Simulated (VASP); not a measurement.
# Si (Fmmm) in VASP: notebook

The runs below take Si through single point, with LDA.

Program: VASP 6.6.1. These are calculated values, not measurements. Logs are shortened: lines on timing, memory, paths and dates and some standing lists are left out, and cuts for length are marked.

## 1. The cell of the first run

Symmetry: Fmmm, No. 69, orthorhombic system. Conventional cell: a = 4.748 Å, b = 5.461 Å, c = 8.877 Å, α = 90.00°, β = 90.00°, γ = 90.00°. Within 3.1 Å of Si (site symmetry m2m) lie 8 Si at 2.38 to 2.95 Å. Within 3.2 Å of Si (site symmetry mm2) lie 8 Si at 2.41 to 2.76 Å.

## 2. Single point, LDA (strain -0.025 along x and y, +0.025 along z)

INCAR

```
SYSTEM = Si
  PREC = Accurate
  ENCUT = 520
  EDIFF = 1E-7
  ISMEAR = 0
  SIGMA = 0.15
  LREAL = .FALSE.
  LASPH = .TRUE.
  NELM = 60
  ALGO = Normal
  ISIF = 2
  LWAVE = .FALSE.
  LCHARG = .FALSE.
  GGA = CA
  NBANDS = 26
```

KPOINTS

```
Automatic mesh
0
G
  10 10 8
  0 0 0
```

POSCAR

```
Si
1.0
    4.4383336898     -2.3738387447      0.0000000000
    4.4383336898      2.3738387447      0.0000000000
    0.0000000000      0.0000000000      5.4608395773
Si
8
Direct
    0.5000000000      0.5000000000      0.7705063100
    0.5000000000      0.5000000000      0.2294936900
    1.0000000000      0.0000000000      0.2705063100
    0.0000000000      1.0000000000      0.7294936900
    0.7262158274      0.7262158274      0.5000000000
    0.2262158274      0.2262158274      0.0000000000
    0.2737841726      0.2737841726      0.5000000000
    0.7737841726      0.7737841726      0.0000000000
```

Potentials or basis: VASP PAW LDA potentials, release 64 (Si).

Started as:

```sh
> cat potpaw_LDA.64/Si/POTCAR > POTCAR
> mpirun -np 1 vasp_std > vasp.out
```

OUTCAR:

```text
SYSTEM = Si
   PREC = Accurate
   ENCUT = 520
   EDIFF = 1E-7
   ISMEAR = 0
   LREAL = .FALSE.
   LASPH = .TRUE.
   NELM = 60
   ISIF = 2
   GGA = CA

 ion  position               nearest neighbor table
   1  0.500  0.500  0.771-   4 2.38   4 2.38   5 2.49   7 2.49   2 2.51   6 2.73   8 2.73   2 2.95

   2  0.500  0.500  0.229-   3 2.38   3 2.38   5 2.49   7 2.49   1 2.51   6 2.73   8 2.73   1 2.95

   3  0.000  0.000  0.271-   2 2.38   2 2.38   6 2.49   8 2.49   4 2.51   7 2.73   5 2.73   4 2.95
[... 7 lines left out ...]
   7  0.274  0.274  0.500-   5 2.41   5 2.41   1 2.49   2 2.49   3 2.73   4 2.73   6 2.76   6 2.76

   8  0.774  0.774  0.000-   6 2.41   6 2.41   3 2.49   4 2.49   1 2.73   2 2.73   5 2.76   5 2.76

  LATTYP: Found a base centered orthorhombic cell.
 ALAT       =     4.7476774894
 B/A-ratio  =     1.8696862623
 C/A-ratio  =     1.1502128334

  Lattice vectors:

 A1 = (  -4.4383336898,  -2.3738387447,   0.0000000000)
 A2 = (   4.4383336898,  -2.3738387447,   0.0000000000)
 A3 = (   0.0000000000,   0.0000000000,   5.4608395773)

Analysis of symmetry for initial positions (statically):
=====================================================================
 Subroutine PRICEL returns following result:

  LATTYP: Found a face centered orthorhombic cell.
 ALAT       =     4.7476774894
 B/A-ratio  =     1.1502128334
 C/A-ratio  =     1.8696862623

  Lattice vectors:

 A1 = (  -4.4383336898,   0.0000000000,   2.7304197886)
 A2 = (  -4.4383336898,  -2.3738387447,   0.0000000000)
 A3 = (   0.0000000000,  -2.3738387447,   2.7304197887)

   2 primitive cells build up your supercell.

 Routine SETGRP: Setting up the symmetry group for a
 base centered orthorhombic supercell.

 Subroutine GETGRP returns: Found  8 space group operations
 (whereof  8 operations were pure point group operations)
 out of a pool of  8 trial point group operations.

The static configuration has the point symmetry D_2h.

Analysis of symmetry for dynamics (positions and initial velocities):
=====================================================================
 Subroutine PRICEL returns following result:

  LATTYP: Found a face centered orthorhombic cell.
 ALAT       =     4.7476774894
 B/A-ratio  =     1.1502128334
 C/A-ratio  =     1.8696862623

  Lattice vectors:

[... 119 lines left out ...]
   EDIFFG = 0.1E-05   stopping-criterion for IOM
   NSW    =      0    number of steps for IOM
   IBRION =     -1    ionic relax: 0-MD 1-quasi-New 2-CG
   NFREE  =      0    steps in history (QN), initial steepest desc. (CG)
   ISIF   =      2    stress and relaxation
   ISYM   =      2    0-nonsym 1-usesym 2-fastsym
   POTIM  = 0.5000    time-step for ionic-motion
   TEBEG  =    0.0;   TEEND  =   0.0 temperature during run
   PSTRESS=    0.0 pullay stress
   NELECT =      32.0000    total number of electrons
   NUPDOWN=      -1.0000    fix difference up-down
   EMIN   =  10.00;   EMAX   =-10.00  energy-range for DOS
   EFERMI =   0.00;   METHOD = LEGACY
   ISMEAR =     0;   SIGMA  =   0.15  broadening in eV -4-tet -1-fermi 0-gaus
   EFERMI_NEDOS =   21; number of points for ismear=-14 and -15
   IALGO  =     38    algorithm
   IMIX   =      4    mixing-type and parameters
     AMIX     =   0.40;   BMIX     =  1.00
     AMIX_MAG =   1.60;   BMIX_MAG =  1.00
  volume/ion in A,a.u.               =      14.38        97.07
  Fermi-wavevector in a.u.,A,eV,Ry     =   1.068574  2.019312 15.535820  1.141851
  Thomas-Fermi vector in A             =   2.204226
   LORBIT       =      0    0 simple, 1 ext, 2 COOP (PROOUT), +10 PAW based schemes
   GGA     = CA    functional components
   LHFCALC =     F    Hartree Fock is set to
   AEXX    =    0.0000 exact exchange contribution
   IVDW    =     0    specifies the selected vdW correction
   LEPSILON=     F    determine dielectric tensor
   LRPA    =     F    only Hartree local field effects (RPA)
 non-spin polarized calculation
 Gauss-broadening in eV      SIGMA  =   0.15
  energy-cutoff  :      520.00
  volume of cell :      115.07
 maximum number of plane-waves:      3118
 NGX is ok and might be reduce to    40
   NGX = 19   NGY = 19   NGZ = 21

 number of electron      32.0000000 magnetization

 Free energy of the ion-electron system (eV)
  ---------------------------------------------------
  ext. energy  EPLUGINS =         0.00000000
  ---------------------------------------------------
  free energy    TOTEN  =       -45.84125334 eV

  energy without entropy =      -45.81529429  energy(sigma->0) =      -45.82827381

 E-fermi :   9.9197     XC(G=0): -11.2218

 val. band max:        9.9060960645   @ k =  -0.2000   0.1000   0.1250
 cond. band min:       9.9310706415   @ k =   0.4000   0.4000   0.1250
 fundamental gap:      0.0249745770
 Fermi energy:         9.9196818640

 k-point     1 :       0.0000    0.0000    0.0000
  band No.  band energies     occupation
      1      -4.3457      2.00000
      2       0.3742      2.00000
      3       0.3790      2.00000
      4       2.5254      2.00000
      5       2.9277      2.00000
      6       3.1273      2.00000
[... 685 lines left out ...]
     25      14.3353      0.00000
     26      14.6531      0.00000

 [... further k-points ...]

------------------------ aborting loop because EDIFF is reached ----------------------------------------

  FORCE on cell =-STRESS in cart. coord.  units (eV):
  Direction    XX          YY          ZZ          XY          YZ          ZX
  --------------------------------------------------------------------------------------
  -------------------------------------------------------------------------------------
  Total        2.9088271      5.7611885     -0.9326342      0.0000000      0.0000000      0.0000000
  in kB       40.5012026     80.2162012    -12.9855793      0.0000000      0.0000000      0.0000000
  external PRESSURE =      35.9106082 kB  Pullay stress =       0.0000000 kB

 VOLUME and BASIS-vectors are now :
 -----------------------------------------------------------------------------
  energy-cutoff  :      520.00
  volume of cell :      115.07
      direct lattice vectors                 reciprocal lattice vectors
     4.438333690 -2.373838745  0.000000000     0.112654891 -0.210629303  0.000000000
     4.438333690  2.373838745  0.000000000     0.112654891  0.210629303  0.000000000
     0.000000000  0.000000000  5.460839577     0.000000000  0.000000000  0.183122025

 POSITION                                       TOTAL-FORCE (eV/Angst)
 -----------------------------------------------------------------------------------
      4.43833      0.00000      4.20761         0.000000      0.000000      0.152642
      4.43833      0.00000      1.25323         0.000000      0.000000     -0.152642
      0.00000      0.00000      1.47719         0.000000      0.000000      0.152642
      0.00000      0.00000      3.98365         0.000000      0.000000     -0.152642
      6.44638      0.00000      2.73042         0.027583      0.000000     -0.000000
      2.00804      0.00000      0.00000         0.027583      0.000000     -0.000000
      2.43029      0.00000      2.73042        -0.027583      0.000000      0.000000
      6.86862      0.00000      0.00000        -0.027583      0.000000      0.000000
 -----------------------------------------------------------------------------------
    total drift:                                0.000000     -0.000000     -0.000000

  FREE ENERGIE OF THE ION-ELECTRON SYSTEM (eV)
  ---------------------------------------------------
  free  energy   TOTEN  =       -45.8412533391 eV

  energy  without entropy=      -45.8152942890  energy(sigma->0) =      -45.82827381
```

OSZICAR:

```text
N       E                     dE             d eps       ncg     rms          rms(c)
DAV:   1     0.534818102169E+02    0.53482E+02   -0.12733E+04  8060   0.106E+03
DAV:   2    -0.415708373631E+02   -0.95053E+02   -0.87734E+02  9828   0.153E+02
DAV:   3    -0.459760213741E+02   -0.44052E+01   -0.42662E+01 10554   0.283E+01
DAV:   4    -0.460330124381E+02   -0.56991E-01   -0.56720E-01  9900   0.382E+00
DAV:   5    -0.460336535976E+02   -0.64116E-03   -0.64057E-03 10412   0.374E-01    0.934E+00
DAV:   6    -0.459030763095E+02    0.13058E+00   -0.54585E-02  9974   0.109E+00    0.542E+00
DAV:   7    -0.458424973513E+02    0.60579E-01   -0.73602E-02  9966   0.118E+00    0.387E-01
DAV:   8    -0.458414942358E+02    0.10031E-02   -0.89528E-03  9638   0.466E-01    0.259E-01
DAV:   9    -0.458412597262E+02    0.23451E-03   -0.48076E-04 10242   0.104E-01    0.108E-01
DAV:  10    -0.458412552776E+02    0.44485E-05   -0.40065E-05  9896   0.290E-02    0.356E-02
DAV:  11    -0.458412536951E+02    0.15825E-05   -0.47306E-06 10044   0.111E-02    0.108E-02
DAV:  12    -0.458412533476E+02    0.34752E-06   -0.14103E-06 10000   0.546E-03    0.584E-03
DAV:  13    -0.458412533391E+02    0.85010E-08   -0.13758E-07  5590   0.178E-03
   1 F= -.45841253E+02 E0= -.45828274E+02  d E =-.259591E-01
```

stdout:

```text
POSCAR found type information on POSCAR Si
 POSCAR found :  1 types and       8 ions
 scaLAPACK will be used
 LDA part: xc-table for (Slater(with rela. corr.)+CA(PZ))
 , standard interpolation
 POSCAR, INCAR and KPOINTS ok, starting setup
 FFT: planning ... GRIDC
 FFT: planning ... GRID_SOFT
 FFT: planning ... GRID
 WAVECAR not read
 entering main loop
```

It took 3.4 min on 1 thread of AMD EPYC 9R45 (Zen 5), shared host; peak memory 0.37 GiB.

Results:

| Quantity | Value |
| --- | --- |
| Free energy | -45.8413 eV |
| Pressure | 3.6 GPa |
| Largest force | 0.153 eV/Å |
| Band gap on the k mesh | zero (bands 16 and 17 overlap by 3.65 eV) |

Forces on the atoms (eV/Å):
```
Si   0.000  0.000  0.153
Si   0.000  0.000 -0.153
Si   0.000  0.000  0.153
Si   0.000  0.000 -0.153
Si   0.028  0.000  0.000
Si   0.028  0.000  0.000
Si  -0.028  0.000  0.000
Si  -0.028  0.000  0.000
```

Caveat: the cell differs from its parent crystal (strain -0.025 along x and y, +0.025 along z); the stress differs along the axes, from -1 to 8 GPa.

## 3. Single point, LDA (strain -0.025 along x and y, +0.050 along z)

INCAR

```
PREC     = Accurate       # precision mode
ENCUT    = 520            # plane-wave cutoff, eV
EDIFF    = 1E-7           # SCF threshold, eV
ISMEAR   = 0              # smearing method
SIGMA    = 0.15           # smearing width, eV
LREAL    = False          # projectors in reciprocal space
LASPH    = True           # aspherical terms in the spheres
NELM     = 60             # most SCF steps
ALGO     = Normal         # electronic algorithm
ISIF     = 2              # what is computed and relaxed
LWAVE    = False          # write WAVECAR
LCHARG   = False          # write CHGCAR
GGA      = CA             # functional
NBANDS   = 26             # bands
```

KPOINTS

```
Automatic mesh
0
Gamma
  10 10 8
```

POSCAR, as its differences from that of step 2:

```diff
@@ -4,3 +4,3 @@
     4.4383336898      2.3738387447      0.0000000000
-    0.0000000000      0.0000000000      5.4608395773
+    0.0000000000      0.0000000000      5.5940307865
 Si
```

Potentials or basis: VASP PAW LDA potentials, release 64 (Si).

Started as:

```sh
> cat potpaw_LDA.64/Si/POTCAR > POTCAR
> mpirun -np 1 vasp_std > vasp.out
```

Wall time 3.7 min (1 thread of AMD EPYC 9R45 (Zen 5), shared host); peak memory 0.38 GiB.

The run converged. Its results:

* Free energy: -45.7801 eV
* Pressure: 0.9 GPa
* Largest force: 0.163 eV/Å
* Band gap on the k mesh: zero (bands 16 and 17 overlap by 3.71 eV)

Forces on the atoms (eV/Å):
```
Si   0.000  0.000  0.163
Si   0.000  0.000 -0.163
Si   0.000  0.000  0.163
Si   0.000  0.000 -0.163
Si  -0.043  0.000  0.000
Si  -0.043  0.000  0.000
Si   0.043  0.000  0.000
Si   0.043  0.000  0.000
```

Stress tensor (GPa, compression positive):
```
 1.79  0.00  0.00
 0.00  6.31  0.00
 0.00  0.00 -5.41
```

Levels at points of the mesh, in eV from the Fermi level:
```tsv
k point	band 13	band 14	band 15	band 16	band 17	band 18	band 19	band 20
(0.00, 0.00, 0.00)	-2.57	-2.40	-2.32	-2.25	-2.13	-2.10	-1.87	1.13
(0.50, 0.00, 0.00)	-1.68	-1.68	0.08	0.08	2.29	2.29	2.43	2.43
(0.50, 0.50, 0.00)	-2.04	-1.74	-0.65	0.96	1.63	1.69	1.91	2.66
(0.00, 0.00, 0.50)	-4.31	-4.31	-3.55	-3.55	2.37	2.37	2.72	2.72
(0.50, 0.00, 0.50)	-0.71	-0.71	0.23	0.23	0.36	0.36	0.42	0.42
(0.50, 0.50, 0.50)	-1.34	-1.34	-1.01	-1.01	0.28	0.28	1.59	1.59
```

Caveat: the cell differs from its parent crystal (strain -0.025 along x and y, +0.050 along z); the stress differs along the axes, from -5 to 6 GPa.

## 4. Single point, LDA (strain +0.025 along x and y, -0.050 along z)

INCAR

```
PREC = Accurate ; ENCUT = 520
EDIFF = 1E-6 ; ISMEAR = 0
SIGMA = 0.15 ; LREAL = False
LASPH = True ; NELM = 80
ALGO = Normal ; ISIF = 2
LWAVE = False ; LCHARG = False
GGA = CA ; NBANDS = 26
```

KPOINTS

```
regular mesh
0
Gamma
  10 10 8
```

POSCAR, as its differences from that of step 3:

```diff
@@ -2,5 +2,5 @@
 1.0
-    4.4383336898     -2.3738387447      0.0000000000
-    4.4383336898      2.3738387447      0.0000000000
-    0.0000000000      0.0000000000      5.5940307865
+    4.6659405456     -2.4955740649      0.0000000000
+    4.6659405456      2.4955740649      0.0000000000
+    0.0000000000      0.0000000000      5.0612659497
 Si
```

Potentials or basis: VASP PAW LDA potentials, release 64 (Si).

Started as:

```sh
> cat potpaw_LDA.64/Si/POTCAR > POTCAR
> mpirun -np 1 vasp_std > vasp.out
```

OUTCAR:

```text
PREC = Accurate
   ENCUT = 520
   EDIFF = 1E-6
   ISMEAR = 0
   LREAL = False
   LASPH = True
   NELM = 80
   ISIF = 2
   GGA = CA

 ion  position               nearest neighbor table
   1  0.500  0.500  0.771-   2 2.32   4 2.50   4 2.50   5 2.52   7 2.52   2 2.74   8 2.81   6 2.81

   2  0.500  0.500  0.229-   1 2.32   3 2.50   3 2.50   5 2.52   7 2.52   1 2.74   6 2.81   8 2.81

[... 936 lines left out ...]
  Total       -0.0770251     -4.1231471      5.7965976     -0.0000000      0.0000000      0.0000000
  in kB       -1.0469931    -56.0454804     78.7925060     -0.0000000      0.0000000      0.0000000
  external PRESSURE =       7.2333442 kB  Pullay stress =       0.0000000 kB

 VOLUME and BASIS-vectors are now :
 -----------------------------------------------------------------------------
  energy-cutoff  :      520.00
  volume of cell :      117.87
      direct lattice vectors                 reciprocal lattice vectors
     4.665940546 -2.495574065  0.000000000     0.107159531 -0.200354703  0.000000000
     4.665940546  2.495574065  0.000000000     0.107159531  0.200354703  0.000000000
     0.000000000  0.000000000  5.061265950     0.000000000  0.000000000  0.197579027

 POSITION                                       TOTAL-FORCE (eV/Angst)
 -----------------------------------------------------------------------------------
      4.66594      0.00000      3.89974         0.000000      0.000000     -0.533790
      4.66594      0.00000      1.16153         0.000000      0.000000      0.533790
      0.00000      0.00000      1.36910         0.000000      0.000000     -0.533790
      0.00000      0.00000      3.69216         0.000000      0.000000      0.533790
      6.77696      0.00000      2.53063         0.112914      0.000000     -0.000000
      2.11102      0.00000      0.00000         0.112914      0.000000      0.000000
      2.55492      0.00000      2.53063        -0.112914      0.000000      0.000000
      7.22086      0.00000      0.00000        -0.112914      0.000000      0.000000
 -----------------------------------------------------------------------------------
    total drift:                                0.000000     -0.000000     -0.000000

  FREE ENERGIE OF THE ION-ELECTRON SYSTEM (eV)
  ---------------------------------------------------
  free  energy   TOTEN  =       -45.7538221724 eV

  energy  without entropy=      -45.7150974989  energy(sigma->0) =      -45.73445984
```

OSZICAR:

```text
N       E                     dE             d eps       ncg     rms          rms(c)
DAV:   1     0.528411690006E+02    0.52841E+02   -0.12666E+04  8060   0.105E+03
DAV:   2    -0.414256698160E+02   -0.94267E+02   -0.86996E+02  9926   0.151E+02
DAV:   3    -0.458591480682E+02   -0.44335E+01   -0.42867E+01 10570   0.282E+01
DAV:   4    -0.459140634563E+02   -0.54915E-01   -0.54677E-01  9830   0.385E+00
DAV:   5    -0.459146926077E+02   -0.62915E-03   -0.62872E-03 10464   0.376E-01    0.896E+00
DAV:   6    -0.458069991584E+02    0.10769E+00   -0.45991E-02 10016   0.107E+00    0.520E+00
DAV:   7    -0.457547650663E+02    0.52234E-01   -0.56506E-02  9768   0.101E+00    0.396E-01
DAV:   8    -0.457541011247E+02    0.66394E-03   -0.34581E-03  9792   0.312E-01    0.281E-01
DAV:   9    -0.457538230188E+02    0.27811E-03   -0.44009E-04  9934   0.948E-02    0.903E-02
DAV:  10    -0.457538248831E+02   -0.18644E-05   -0.36191E-05 10114   0.279E-02    0.315E-02
DAV:  11    -0.457538224249E+02    0.24583E-05   -0.37098E-06  9550   0.964E-03    0.892E-03
DAV:  12    -0.457538221724E+02    0.25250E-06   -0.12906E-06  5292   0.498E-03
   1 F= -.45753822E+02 E0= -.45734460E+02  d E =-.387247E-01
```

Wall time 3.3 min (1 thread of AMD EPYC 9R45 (Zen 5), shared host); peak memory 0.38 GiB.

What came out:

* Free energy: -45.7538 eV
* Pressure: 0.7 GPa
* Largest force: 0.534 eV/Å
* Band gap on the k mesh: zero (bands 16 and 17 overlap by 2.47 eV)

Forces in eV/Å, atoms in the order of the input:
```
Si   0.000  0.000 -0.534
Si   0.000  0.000  0.534
Si   0.000  0.000 -0.534
Si   0.000  0.000  0.534
Si   0.113  0.000  0.000
Si   0.113  0.000  0.000
Si  -0.113  0.000  0.000
Si  -0.113  0.000  0.000
```

Caveat: the cell differs from its parent crystal (strain +0.025 along x and y, -0.050 along z); the stress differs along the axes, from -6 to 8 GPa.

## 5. Summary

| cell | gap on the mesh (eV) | pressure (GPa) | largest force (eV/Å) |
| --- | --- | --- | --- |
| a = 5.033, b = 5.033, c = 5.461 Å, angles 90.0, 90.0, 56.3°, 8 atoms | none | 3.6 | 0.15 |
| a = 5.033, b = 5.033, c = 5.594 Å, angles 90.0, 90.0, 56.3°, 8 atoms | none | 0.9 | 0.16 |
| a = 5.291, b = 5.291, c = 5.061 Å, angles 90.0, 90.0, 56.3°, 8 atoms | none | 0.7 | 0.53 |

Alike in all rows: task single point; level LDA; potentials or basis VASP PAW LDA potentials, release 64 (Si); no spin polarisation; k mesh 10 × 10 × 8; cutoff (eV) 520; smearing gaussian 0.15 eV.

Caveats: the stress differs along the axes, from -1 to 8 GPa (at least some runs); the stress differs along the axes, from -5 to 6 GPa (at least some runs); the stress differs along the axes, from -6 to 8 GPa (at least some runs).

Absolute energies hang on the potentials; compare differences alone.

The gap in the log of VASP goes by the Fermi energy; the results here count the filled bands.